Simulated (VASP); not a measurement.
# Al15BN16 (a cell with a defect) in VASP: notebook, part 2 of 2

VASP 6.6.1.

## (3) Single point, PBE

Input file INCAR:

```
SYSTEM = Al15BN16
PREC     = Accurate       ! precision mode
ENCUT    = 520            ! plane-wave cutoff, eV
EDIFF    = 1E-6           ! SCF threshold, eV
ISMEAR   = -1             ! smearing method
SIGMA    = 0.01           ! smearing width, eV
LREAL    = Auto         
LASPH    = .True.         ! aspherical terms in the spheres
NELM     = 120            ! most SCF steps
ALGO     = Normal         ! electronic algorithm
ISIF     = 2              ! what is computed and relaxed
LWAVE    = .False.        ! write WAVECAR
LCHARG   = .False.        ! write CHGCAR
GGA      = PE             ! functional
NBANDS   = 86             ! bands
GGA_COMPAT= .False.      
ISYM     = -1
```

Input file KPOINTS:

```
explicit points
4
Reciprocal
  0.25000000   0.25000000   0.25000000 2
  0.25000000   0.25000000   0.75000000 2
  0.25000000   0.75000000   0.25000000 2
  0.25000000   0.75000000   0.75000000 2
```

Input file POSCAR:

```
Al15BN16
1.0
    6.2595139128      0.0000000578      0.0000000000
   -3.1297570064      5.4208980350      0.0000000000
    0.0000000000      0.0000000000     10.0348065929
Al B N
15 1 16
Direct
    0.3300237316      0.1695471333      0.2554458243
    0.3320790837      0.1673003968      0.7447613341
    0.1665635422      0.3333477290      0.9997504909
    0.3301432295      0.6598132776      0.2554319206
    0.1613944125      0.8303183399      0.5015241246
    0.3322512857      0.6634768665      0.7441318133
    0.1685331399      0.8340675532      1.0004088936
    0.8403182771      0.1698395270      0.2554177831
    0.6690947260      0.3383590388      0.5015559572
    0.8359759310      0.1673406063      0.7443624489
    0.6655585577      0.3310891183      1.0005112341
    0.8333262001      0.6663141950      0.2504546884
    0.6681187286      0.8316663496      0.5013581059
    0.8332838402      0.6661433418      0.7521959238
    0.6655488525      0.8341588659      1.0003535951
    0.1669959319      0.3311088378      0.5070129857
    0.3163568237      0.1826728530      0.4481882351
    0.1680180427      0.3320900781      0.1882984097
    0.3310459171      0.1685480014      0.9369444580
    0.1678292310      0.3312354813      0.6693950236
    0.3145891890      0.6363726071      0.4479096283
    0.1710400390      0.8335245102      0.1932652513
    0.3310611428      0.6656406975      0.9363895711
    0.1660850523      0.8308109224      0.6903690016
    0.8644345261      0.1859362335      0.4480261712
    0.6662076633      0.3285792455      0.1934044201
    0.8340730606      0.1686200081      0.9364891561
    0.6684069613      0.3332254458      0.6903088575
    0.8313796843      0.6681800562      0.4396942608
    0.6665567704      0.8334725245      0.1928420898
    0.8319453190      0.6674906397      0.9425533503
    0.6687728214      0.8309756308      0.6899641074
```

Potentials or basis: VASP PAW PBE potentials, release 64 (Al, B, N).

Launch:

```
cat potpaw_PBE.64/Al/POTCAR potpaw_PBE.64/B/POTCAR potpaw_PBE.64/N/POTCAR > POTCAR
mpirun -np 1 vasp_std > vasp.out
```

OUTCAR:

```text
SYSTEM = Al15BN16
   PREC = Accurate
   ENCUT = 520
   EDIFF = 1E-6
   ISMEAR = -1
   LREAL = Auto
   LASPH = .True.
   NELM = 120
   ISIF = 2
   GGA = PE
   ISYM = -1

 ion  position               nearest neighbor table
   1  0.330  0.170  0.255-  18 1.88  22 1.93  26 1.93  17 1.94   8 3.07   4 3.07   9 3.08   5 3.08
                             3 3.12  12 3.13  12 3.13  11 3.14   7 3.14   4 3.19   8 3.19
   2  0.332  0.167  0.745-  28 1.90  24 1.90  19 1.93  20 1.93   9 3.05   5 3.05   6 3.11  10 3.11
                             3 3.13  14 3.13  14 3.13   7 3.14  11 3.14  10 3.15   6 3.15
   3  0.167  0.333  1.000-  18 1.89  19 1.89  23 1.91  27 1.91   8 3.12   4 3.12   1 3.12   2 3.13
                            10 3.13   6 3.13   7 3.13  11 3.13  15 3.13  15 3.13  11 3.13   7 3.13
[... 541 lines left out ...]

 VOLUME and BASIS-vectors are now :
 -----------------------------------------------------------------------------
  energy-cutoff  :      520.00
  volume of cell :      340.50
      direct lattice vectors                 reciprocal lattice vectors
     6.259513913  0.000000058  0.000000000     0.159756813  0.092235641  0.000000000
    -3.129757006  5.420898035  0.000000000    -0.000000002  0.184471279  0.000000000
     0.000000000  0.000000000 10.034806593     0.000000000  0.000000000  0.099653141

 POSITION                                       TOTAL-FORCE (eV/Angst)
 -----------------------------------------------------------------------------------
      1.53515      0.91910      2.56335         0.109594     -0.063203     -0.122938
      1.55504      0.90692      7.47354         0.129930     -0.081717     -0.097331
     -0.00069      1.80704     10.03230        -0.128840      0.068233     -0.070838
      0.00148      3.57678      2.56321         0.106904     -0.091767     -0.108108
     -1.58844      4.50107      5.03270        -0.155376      0.011338     -0.061370
      0.00321      3.59664      7.46722         0.104538     -0.057752     -0.073439
[... 24 lines left out ...]
      3.11849      3.61840      9.45834         0.192888     -0.105341      0.128593
      1.58544      4.50463      6.92366        -0.207607      0.110631      0.124272
 -----------------------------------------------------------------------------------
    total drift:                                0.003839     -0.003151      0.019100

  FREE ENERGIE OF THE ION-ELECTRON SYSTEM (eV)
  ---------------------------------------------------
  free  energy   TOTEN  =      -238.6690863822 eV

  energy  without entropy=     -238.6690863822  energy(sigma->0) =     -238.66908638
```

OSZICAR:

```text
N       E                     dE             d eps       ncg     rms          rms(c)
DAV:   1     0.536935303283E+03    0.53694E+03   -0.59817E+04   688   0.134E+03
DAV:   2    -0.218438645511E+03   -0.75537E+03   -0.72499E+03   888   0.268E+02
DAV:   3    -0.273043103269E+03   -0.54604E+02   -0.54224E+02   832   0.768E+01
DAV:   4    -0.273880738550E+03   -0.83764E+00   -0.83532E+00   816   0.103E+01
DAV:   5    -0.273898893692E+03   -0.18155E-01   -0.18142E-01   824   0.147E+00    0.331E+01
DAV:   6    -0.238644371747E+03    0.35255E+02   -0.15098E+02   800   0.344E+01    0.118E+01
DAV:   7    -0.238771647749E+03   -0.12728E+00   -0.46846E+00   776   0.691E+00    0.802E+00
DAV:   8    -0.238673450047E+03    0.98198E-01   -0.40762E-01   800   0.272E+00    0.132E+00
DAV:   9    -0.238664696596E+03    0.87535E-02   -0.75981E-02   832   0.993E-01    0.608E-01
DAV:  10    -0.238668423146E+03   -0.37265E-02   -0.32452E-02   816   0.637E-01    0.308E-01
DAV:  11    -0.238668646295E+03   -0.22315E-03   -0.45245E-03   800   0.298E-01    0.160E-01
DAV:  12    -0.238669114637E+03   -0.46834E-03   -0.16624E-03   808   0.141E-01    0.623E-02
DAV:  13    -0.238669081249E+03    0.33388E-04   -0.32947E-04   816   0.542E-02    0.162E-02
DAV:  14    -0.238669084762E+03   -0.35131E-05   -0.24656E-05   832   0.188E-02    0.832E-03
DAV:  15    -0.238669086353E+03   -0.15902E-05   -0.39109E-06   744   0.704E-03    0.414E-03
DAV:  16    -0.238669086382E+03   -0.29531E-07   -0.53781E-07   424   0.329E-03
   1 F= -.23866909E+03 E0= -.23866909E+03  d E =-.183847E-12
```

stdout:

```text
POSCAR found type information on POSCAR AlB N
 POSCAR found :  3 types and      32 ions
 scaLAPACK will be used
 LDA part: xc-table for (Slater+PW92), standard interpolation
 POSCAR, INCAR and KPOINTS ok, starting setup
 FFT: planning ... GRIDC
 FFT: planning ... GRID_SOFT
 FFT: planning ... GRID
 WAVECAR not read
 entering main loop
```

It took 2.1 min on 1 thread of Intel Xeon 6975P-C (Granite Rapids), shared host; peak memory 0.45 GiB.

Results:

| Item | Value |
| --- | --- |
| Free energy | -238.6691 eV |
| Pressure | -5.7 GPa |
| Largest force | 0.415 eV/Å |
| Band gap on the k mesh | 4.46 eV |

Forces on the atoms (eV/Å):
```
Al   0.110 -0.063 -0.123
Al   0.130 -0.082 -0.097
Al  -0.129  0.068 -0.071
Al   0.107 -0.092 -0.108
Al  -0.155  0.011 -0.061
Al   0.105 -0.058 -0.073
Al  -0.131  0.062 -0.092
Al   0.134 -0.046 -0.107
Al  -0.081  0.118 -0.067
Al   0.097 -0.066 -0.087
Al  -0.121  0.077 -0.095
Al   0.132 -0.072 -0.085
Al  -0.100  0.061 -0.102
Al   0.140 -0.081 -0.102
Al  -0.129  0.072 -0.111
B   -0.151  0.110 -0.080
N    0.079 -0.029  0.118
N   -0.176  0.098  0.053
N    0.182 -0.102  0.037
N   -0.150  0.098 -0.035
N    0.369  0.034  0.139
N   -0.190  0.090  0.087
N    0.189 -0.103  0.105
N   -0.190  0.121  0.085
N    0.140 -0.367  0.133
N   -0.177  0.119  0.084
N    0.182 -0.105  0.108
N   -0.191  0.114  0.096
N    0.190 -0.106  0.042
N   -0.200  0.112  0.158
N    0.193 -0.105  0.129
N   -0.208  0.111  0.124
```

Stress tensor (GPa, compression positive):
```
-5.89 -0.36  0.00
-0.36 -6.27 -0.03
 0.00 -0.03 -4.93
```

## (4) Relaxation of the atoms, PBE, collinear spin

Input file INCAR:

```
SYSTEM = Al15BN16
ALGO = Normal ; EDIFF = 1E-7
EDIFFG = -0.03 ; ENCUT = 520
GGA = PE ; GGA_COMPAT = .False.
IBRION = 2 ; ISIF = 2
ISMEAR = 0 ; ISPIN = 2
ISYM = -1 ; LASPH = .True.
LCHARG = .False. ; LORBIT = 11
LREAL = Auto ; LWAVE = .False.
MAGMOM = 0.01 0 0 0.01 0.01 0 0 0.01 0.01 0 0 0 0 0 0 0.06 0.06 0 0 0 0.06 0.03 0 0 0.06 0.03 0 0 0 0.02 0 0 ; NELECT = 129.0
NELM = 200 ; NELMIN = 4
NSW = 100 ; NUPDOWN = 1.0
PREC = Accurate ; SIGMA = 0.01
```

Input file KPOINTS:

```
explicit points
1
Reciprocal
  0.25000000   0.25000000   0.25000000 1
```

Input file POSCAR:

```
Al15BN16
1.0
    6.2595139100      0.0000000600      0.0000000000
   -3.1297570100      5.4208980300      0.0000000000
    0.0000000000      0.0000000000     10.0348065900
Al B N
15 1 16
Direct
    0.3333333300      0.1666666700      0.2496176900
    0.3333333300      0.1666666700      0.7496176900
    0.1666666700      0.3333333300      0.9996176900
    0.3333333300      0.6666666700      0.2496176900
    0.1666666700      0.8333333300      0.4996176900
    0.3333333300      0.6666666700      0.7496176900
    0.1666666700      0.8333333300      0.9996176900
    0.8333333300      0.1666666700      0.2496176900
    0.6666666700      0.3333333300      0.4996176900
    0.8333333300      0.1666666700      0.7496176900
    0.6666666700      0.3333333300      0.9996176900
    0.8333333300      0.6666666700      0.2496176900
    0.6666666700      0.8333333300      0.4996176900
    0.8333333300      0.6666666700      0.7496176900
    0.6666666700      0.8333333300      0.9996176900
    0.1666666700      0.3333333300      0.4996176900
    0.3333333300      0.1666666700      0.4403823100
    0.1666666700      0.3333333300      0.1903823100
    0.3333333300      0.1666666700      0.9403823100
    0.1666666700      0.3333333300      0.6903823100
    0.3333333300      0.6666666700      0.4403823100
    0.1666666700      0.8333333300      0.1903823100
    0.3333333300      0.6666666700      0.9403823100
    0.1666666700      0.8333333300      0.6903823100
    0.8333333300      0.1666666700      0.4403823100
    0.6666666700      0.3333333300      0.1903823100
    0.8333333300      0.1666666700      0.9403823100
    0.6666666700      0.3333333300      0.6903823100
    0.8333333300      0.6666666700      0.4403823100
    0.6666666700      0.8333333300      0.1903823100
    0.8333333300      0.6666666700      0.9403823100
    0.6666666700      0.8333333300      0.6903823100
```

Launch:

```
cat potpaw_PBE.64/Al/POTCAR potpaw_PBE.64/B/POTCAR potpaw_PBE.64/N/POTCAR > POTCAR
mpirun -np 1 vasp_std > vasp.out
```

Run time: 17 min. Hardware: 1 thread of Intel Xeon 6975P-C (Granite Rapids), shared host; peak memory 0.59 GiB.

Results (log left out):

```
Free energy                                           : -231.7989 eV
Energy gained by relaxing                             : 60.0 meV/atom
Ionic steps                                           : 15
Largest force after relaxing                          : 0.022 eV/Å
Net moment                                            : 1.00 μB per cell
Site moments                                          : Al +0.01, +0.00, -0.00 (each value once); B +0.09; N +0.05, -0.00, +0.00, +0.06, +0.03, +0.01 (each value once) μB
Valence electrons inside the program's atomic spheres : Al 0.78, 0.81, 0.77, 0.80, 0.82 (each value once); B 1.75; N 3.79, 3.82, 3.83, 3.85, 3.84 (each value once)
```

Forces on the atoms (eV/Å):
```
Al   0.012 -0.005 -0.014
Al   0.006 -0.005 -0.007
Al  -0.008  0.003 -0.018
Al  -0.002  0.006  0.000
Al  -0.002 -0.003  0.010
Al   0.013  0.009 -0.010
Al  -0.005  0.005 -0.001
Al  -0.009  0.000 -0.003
Al   0.000  0.005  0.009
Al   0.001 -0.019 -0.010
Al  -0.007  0.005  0.001
Al   0.002 -0.004  0.002
Al  -0.001  0.000  0.015
Al   0.000  0.000  0.008
Al  -0.003  0.000 -0.012
B   -0.003  0.002  0.006
N   -0.004  0.005  0.000
N   -0.006  0.001 -0.003
N    0.001  0.001  0.016
N    0.001  0.001  0.018
N    0.006  0.003  0.001
N    0.002  0.000 -0.006
N   -0.012  0.010  0.016
N    0.011 -0.005 -0.011
N    0.003 -0.009  0.000
N    0.003  0.001 -0.006
N   -0.014  0.001  0.015
N    0.010 -0.006 -0.010
N   -0.003  0.003 -0.015
N    0.000 -0.001  0.000
N   -0.006  0.005  0.019
N    0.012 -0.008 -0.009
```

The path:
```tsv
step	energy change (eV)	largest force (eV/Å)	pressure (GPa)
1	0.0000	2.5261	0.98
2	-1.0153	2.2621	0.06
3	-1.3524	2.1603	-0.07
4	-1.5171	1.8458	-0.32
5	-1.5667	1.2037	-0.33
6	-1.8329	0.4777	-0.62
7	-1.8670	0.3864	-0.68
8	-1.8999	0.2815	-0.73
9	-1.9037	0.2560	-0.75
10	-1.9143	0.1263	-0.77
11	-1.9159	0.1049	-0.78
12	-1.9186	0.0507	-0.79
13	-1.9191	0.0663	-0.79
14	-1.9198	0.0352	-0.79
15	-1.9199	0.0224	-0.80
```

Final structure:
```
Al B N
1.0
     6.25951    0.00000    0.00000
    -3.12976    5.42090    0.00000
     0.00000    0.00000   10.03481
Al B N
15 1 16
Direct
  0.33416 0.16567 0.26029
  0.33154 0.16868 0.74289
  0.16663 0.33359 0.00286
  0.33298 0.66815 0.25978
  0.17360 0.83645 0.49629
  0.33197 0.66353 0.74317
  0.16750 0.83432 0.99857
  0.83153 0.16672 0.26000
  0.66306 0.32621 0.49620
  0.83677 0.16864 0.74316
  0.66579 0.33262 0.99853
  0.83275 0.66705 0.24961
  0.66576 0.83421 0.49801
  0.83378 0.66639 0.74695
  0.66621 0.83382 0.99934
  0.16682 0.33325 0.50582
  0.30835 0.19094 0.45170
  0.16756 0.33223 0.19102
  0.33084 0.16922 0.93551
  0.16761 0.33261 0.67377
  0.30913 0.61991 0.45247
  0.16571 0.83189 0.18861
  0.33116 0.66588 0.93587
  0.16801 0.83235 0.68835
  0.87992 0.19108 0.45267
  0.66801 0.33393 0.18858
  0.83428 0.16892 0.93587
  0.66748 0.33237 0.68831
  0.83271 0.66700 0.43913
  0.66733 0.83226 0.19010
  0.83227 0.66794 0.93761
  0.66878 0.83214 0.68895
```

Caveat: the cell carries a net charge on a neutralising background, which shifts energy and pressure; the cell is charged against a uniform background, so pressure and absolute levels hang on convention; the total moment is fixed, so each spin has its own Fermi level.
